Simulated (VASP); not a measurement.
# WS2 (P6_3/mmc) in VASP: single point with PBE+D3(BJ)

Aim: the single point of WS2 with PBE+D3(BJ).

All numbers are computed with VASP 6.6.1; they aren't measurements. Logs are shortened: lines on timing, memory, paths and dates and some standing lists are left out, and cuts for length are marked.

## (1) The cell of the first run

The structure is hexagonal, space group P6_3/mmc (No. 194). The conventional cell has a = 3.154 Å, b = 3.154 Å, c = 12.140 Å, α = 90.00°, β = 90.00°, γ = 120.00°. W (site symmetry -6m2) has 6 S at 2.41 Å and 6 W at 3.15 Å within 3.2 Å. S (site symmetry 3m) has 3 W at 2.41 Å and 7 S at 3.15 Å within 3.2 Å.

## (2) Single point, PBE+D3(BJ)

INCAR

```
SYSTEM = WS2
ALGO = Normal ; EDIFF = 1E-6
ENCUT = 520 ; GGA = PE
ISIF = 2 ; ISMEAR = 0
IVDW = 12 ; LASPH = .True.
LCHARG = .False. ; LREAL = .False.
LWAVE = .False. ; NBANDS = 35
NELM = 60 ; PREC = Accurate
SIGMA = 0.05
```

KPOINTS

```
k-points
0
Gamma
  12 12 4
  0 0 0
```

POSCAR

```
WS2
1.0
    3.1542061832      0.0000000000      0.0000000000
   -1.5771030916      2.7316226834      0.0000000000
    0.0000000000      0.0000000000     12.1399091344
W S
2 4
Direct
    0.3333333333      0.6666666667      0.2500000000
    0.6666666667      0.3333333333      0.7500000000
    0.3333333333      0.6666666667      0.6202874207
    0.6666666667      0.3333333333      0.1202874207
    0.3333333333      0.6666666667      0.8797125793
    0.6666666667      0.3333333333      0.3797125793
```

Potentials or basis: VASP PAW PBE potentials, release 64 (W_sv, S).

Command:

```sh
$ cat potpaw_PBE.64/W_sv/POTCAR potpaw_PBE.64/S/POTCAR > POTCAR
$ mpirun -np 1 vasp_std > vasp.out
```

OUTCAR:

```text
SYSTEM = WS2
   EDIFF = 1E-6
   ENCUT = 520
   GGA = PE
   ISIF = 2
   ISMEAR = 0
   IVDW = 12
   LASPH = .True.
   LREAL = .False.
   NELM = 60
   PREC = Accurate
 IVDW          = 12

 ion  position               nearest neighbor table
   1  0.333  0.667  0.250-   4 2.41   6 2.41   4 2.41   6 2.41   4 2.41   6 2.41
   2  0.667  0.333  0.750-   3 2.41   5 2.41   3 2.41   5 2.41   3 2.41   5 2.41
   3  0.333  0.667  0.620-   2 2.41   2 2.41   2 2.41
   4  0.667  0.333  0.120-   1 2.41   1 2.41   1 2.41
   5  0.333  0.667  0.880-   2 2.41   2 2.41   2 2.41
   6  0.667  0.333  0.380-   1 2.41   1 2.41   1 2.41

  LATTYP: Found a hexagonal cell.
 ALAT       =     3.1542061832
 C/A-ratio  =     3.8488001194

  Lattice vectors:

 A1 = (   3.1542061832,   0.0000000000,   0.0000000000)
 A2 = (  -1.5771030916,   2.7316226834,   0.0000000000)
 A3 = (   0.0000000000,   0.0000000000,  12.1399091344)

Analysis of symmetry for initial positions (statically):
=====================================================================
 Subroutine PRICEL returns:
 Original cell was already a primitive cell.

 Routine SETGRP: Setting up the symmetry group for a
 hexagonal supercell.

 Subroutine GETGRP returns: Found 24 space group operations
 (whereof 12 operations were pure point group operations)
 out of a pool of 24 trial point group operations.

The static configuration has the point symmetry D_3d.
 The point group associated with its full space group is D_6h.

Analysis of symmetry for dynamics (positions and initial velocities):
=====================================================================
 Subroutine PRICEL returns:
 Original cell was already a primitive cell.

 Routine SETGRP: Setting up the symmetry group for a
 hexagonal supercell.

 Subroutine GETGRP returns: Found 24 space group operations
 (whereof 12 operations were pure point group operations)
 out of a pool of 24 trial point group operations.

The dynamic configuration has the point symmetry D_3d.
 The point group associated with its full space group is D_6h.

 Subroutine INISYM returns: Found 24 space group operations
 (whereof 12 operations are pure point group operations),
 and found     1 'primitive' translations

----------------------------------------------------------------------------------------

[... 101 lines left out ...]
   LREAL  =      F    real-space projection
   EDIFFG = 0.1E-04   stopping-criterion for IOM
   NSW    =      0    number of steps for IOM
   IBRION =     -1    ionic relax: 0-MD 1-quasi-New 2-CG
   NFREE  =      0    steps in history (QN), initial steepest desc. (CG)
   ISIF   =      2    stress and relaxation
   ISYM   =      2    0-nonsym 1-usesym 2-fastsym
   POTIM  = 0.5000    time-step for ionic-motion
   TEBEG  =    0.0;   TEEND  =   0.0 temperature during run
   PSTRESS=    0.0 pullay stress
   NELECT =      52.0000    total number of electrons
   NUPDOWN=      -1.0000    fix difference up-down
   EMIN   =  10.00;   EMAX   =-10.00  energy-range for DOS
   EFERMI =   0.00;   METHOD = LEGACY
   ISMEAR =     0;   SIGMA  =   0.05  broadening in eV -4-tet -1-fermi 0-gaus
   EFERMI_NEDOS =   21; number of points for ismear=-14 and -15
   IALGO  =     38    algorithm
   IMIX   =      4    mixing-type and parameters
     AMIX     =   0.40;   BMIX     =  1.00
     AMIX_MAG =   1.60;   BMIX_MAG =  1.00
  volume/ion in A,a.u.               =      17.43       117.64
  Fermi-wavevector in a.u.,A,eV,Ry     =   1.296882  2.450752 22.883686  1.681903
  Thomas-Fermi vector in A             =   2.428310
   LORBIT       =      0    0 simple, 1 ext, 2 COOP (PROOUT), +10 PAW based schemes
   GGA     = PE    functional components
   LHFCALC =     F    Hartree Fock is set to
   AEXX    =    0.0000 exact exchange contribution
   IVDW    =    12    specifies the selected vdW correction
   LEPSILON=     F    determine dielectric tensor
   LRPA    =     F    only Hartree local field effects (RPA)
 non-spin polarized calculation
 Gauss-broadening in eV      SIGMA  =   0.05
  energy-cutoff  :      520.00
  volume of cell :      104.60
 maximum number of plane-waves:      2841
 NGX is ok and might be reduce to    24
   NGX = 11   NGY = 11   NGZ = 45

 number of electron      51.9999998 magnetization

 Free energy of the ion-electron system (eV)
  ---------------------------------------------------
  ext. energy  EPLUGINS =         0.00000000
  ---------------------------------------------------
  free energy    TOTEN  =       -47.18918459 eV

  energy without entropy =      -47.18918459  energy(sigma->0) =      -47.18918459

 E-fermi :   8.1846     XC(G=0): -11.0786

 val. band max:        7.7313672508   @ k =   0.0000   0.0000   0.0000
 cond. band min:       8.6375468959   @ k =   0.1667   0.1667   0.0000
 fundamental gap:      0.9061796452
 Fermi energy:         8.1845951737

 k-point     1 :       0.0000    0.0000    0.0000
  band No.  band energies     occupation
      1     -66.9189      2.00000
      2     -66.9189      2.00000
      3     -31.1763      2.00000
      4     -31.1762      2.00000
      5     -30.9984      2.00000
      6     -30.9984      2.00000
[... 901 lines left out ...]
     34      11.7299      0.00000
     35      13.4712      0.00000

 [... further k-points ...]

------------------------ aborting loop because EDIFF is reached ----------------------------------------

 Edisp (eV)   -2.61078

 E8    (eV) :    -1.0972

  FORCE on cell =-STRESS in cart. coord.  units (eV):
  Direction    XX          YY          ZZ          XY          YZ          ZX
  --------------------------------------------------------------------------------------
  -------------------------------------------------------------------------------------
  Total      -0.03134    -0.03134    -0.02587     0.00000     0.00000     0.00000
  in kB      -0.48000    -0.48000    -0.39634     0.00000     0.00000     0.00000
  external pressure =       -0.45 kB  Pullay stress =        0.00 kB

 VOLUME and BASIS-vectors are now :
 -----------------------------------------------------------------------------
  energy-cutoff  :      520.00
  volume of cell :      104.60
      direct lattice vectors                 reciprocal lattice vectors
     3.154206183  0.000000000  0.000000000     0.317036979  0.183041385  0.000000000
    -1.577103092  2.731622683  0.000000000     0.000000000  0.366082771  0.000000000
     0.000000000  0.000000000 12.139909134     0.000000000  0.000000000  0.082372939

 POSITION                                       TOTAL-FORCE (eV/Angst)
 -----------------------------------------------------------------------------------
     -0.00000      1.82108      3.03498        -0.000000      0.000000      0.000000
      1.57710      0.91054      9.10493         0.000000      0.000000      0.000000
     -0.00000      1.82108      7.53023        -0.000000      0.000000     -0.001649
      1.57710      0.91054      1.46028         0.000000     -0.000000     -0.001649
     -0.00000      1.82108     10.67963        -0.000000      0.000000      0.001649
      1.57710      0.91054      4.60968         0.000000     -0.000000      0.001649
 -----------------------------------------------------------------------------------
    total drift:                               -0.000000      0.000000     -0.000000

  FREE ENERGIE OF THE ION-ELECTRON SYSTEM (eV)
  ---------------------------------------------------
  free  energy   TOTEN  =       -49.7999644942 eV

  energy  without entropy=      -49.7999644942  energy(sigma->0) =      -49.79996449
```

stdout:

```text
POSCAR found type information on POSCAR W S
 POSCAR found :  2 types and       6 ions
 scaLAPACK will be used
 LDA part: xc-table for (Slater+PW92), standard interpolation
 POSCAR, INCAR and KPOINTS ok, starting setup
 FFT: planning ... GRIDC
 FFT: planning ... GRID_SOFT
 FFT: planning ... GRID
 WAVECAR not read
 entering main loop
```

Wall time 5.5 min (1 thread of AMD EPYC 7R13, shared host); peak memory 0.3 GiB.

Results:

- Free energy: -49.8000 eV
- Pressure: 0.0 GPa
- Band gap on the k mesh: 0.91 eV, indirect (least direct gap 1.83 eV)
- Dispersion energy per atom: -0.435 eV

Caveat: spin-orbit coupling is left out, which moves the levels of the heavy elements. As with any semilocal functional, this PBE gap is likely too small.
